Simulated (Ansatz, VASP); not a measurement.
**Two plane-wave programs on CaGe2N3**

```
Ca Ge N
1.0
     2.70778   -4.40906    0.00000
     2.70778    4.40906    0.00000
     0.00000    0.00000    4.06465
Ca Ge N
1 2 3
Direct
  0.50000 0.50000 0.00000
  0.00000 0.50000 0.50000
  0.50000 0.00000 0.50000
  0.15586 0.84414 0.00000
  0.84414 0.15586 0.00000
  0.00000 0.00000 0.50000
```

Change from the starting cell: species swapped into the LaNi3Rh2 type (Cmmm, No. 65).

Alike in both runs: task single point; functional PBE; k mesh 4 × 4 × 4; occupations gaussian, width 0.1 eV; no spin polarisation.

```csv
,VASP,Ansatz
version,VASP 6.6.1,Ansatz 0.2.0
potentials or method,"VASP PAW PBE potentials, release 64 (Ca_sv, Ge_d, N), cutoff 520 eV","scalar-relativistic, plane waves, PAW"
valence electrons in the cell,53,53
```

```tsv
	VASP	Ansatz	Ansatz less VASP
gap on the k mesh at the Fermi level (eV)	none	none	-
pressure (GPa)	-13.7	-13.8	-0.03
traceless stress, the component that is largest in VASP (GPa)	2.38	2.38	+0.001
rms of the force components (eV/Å)	0.136	0.136	+0.0008
```

Atom by atom the forces differ by 0.001 eV/Å (rms over components). A gap of «none» marks a metal or a gap that the smearing closes.

The k mesh is coarse, so the values compare programs but aren't converged.
